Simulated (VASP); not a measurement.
Set up this calculation in VASP 6.6.1, as the native input.

```yaml
Task: single point
Functional: PBE
Dispersion: D3(BJ)
Potentials_or_basis: VASP PAW PBE potentials, release 64 (Zr_sv, O)
Cutoff: 600 eV
k_mesh: 8 × 8 × 8
Occupations: gaussian, width 0.02 eV
Spin: no spin polarisation
Dipole_correction: no
Further_INCAR_settings: ALGO = Normal; EDIFF = 1e-06; NBANDS = 19
```

The structure of ZrO2 (d.b) lies in POSCAR:

```
ZrO2
1.0
    0.0000000000      2.5437752508      2.5437752508
    2.5437752508      0.0000000000      2.5437752508
    2.5437752508      2.5437752508      0.0000000000
Zr O
1 2
Direct
    0.0000000000      0.0000000000      0.0000000000
    0.2500000000      0.2500000000      0.2500000000
    0.7500000000      0.7500000000      0.7500000000
```

The input as run:

INCAR

```
SYSTEM = ZrO2
PREC     = Accurate       ! precision mode
ENCUT    = 600            ! plane-wave cutoff, eV
EDIFF    = 1E-6           ! SCF threshold, eV
ISMEAR   = 0              ! smearing method
SIGMA    = 0.02           ! smearing width, eV
LREAL    = .FALSE.        ! projectors in reciprocal space
LASPH    = .TRUE.         ! aspherical terms in the spheres
NELM     = 120            ! most SCF steps
ALGO     = Normal         ! electronic algorithm
ISIF     = 2              ! what is computed and relaxed
LWAVE    = .FALSE.        ! write WAVECAR
LCHARG   = .FALSE.        ! write CHGCAR
GGA      = PE             ! functional
IVDW     = 12             ! dispersion correction
NBANDS   = 19             ! bands
GGA_COMPAT= .FALSE.
```

KPOINTS

```
regular mesh
0
G
  8 8 8
  0 0 0
```

Potentials or basis: VASP PAW PBE potentials, release 64 (Zr_sv, O).

The run is started by

```sh
$ cat potpaw_PBE.64/Zr_sv/POTCAR potpaw_PBE.64/O/POTCAR > POTCAR
$ mpirun -np 1 vasp_std > vasp.out
```

It gave:

```json
{"Pressure": "0.1 GPa", "Band gap on the k mesh": "3.36 eV, indirect (least direct gap 3.80 eV)", "Dispersion energy per atom": "-0.267 eV"}
```

It took 31 s on 1 thread of Intel(R) Xeon(R) Platinum 8259CL CPU @ 2.50GHz (Skylake/Cascade Lake), with other jobs on the host, peak memory 0.19 GiB.
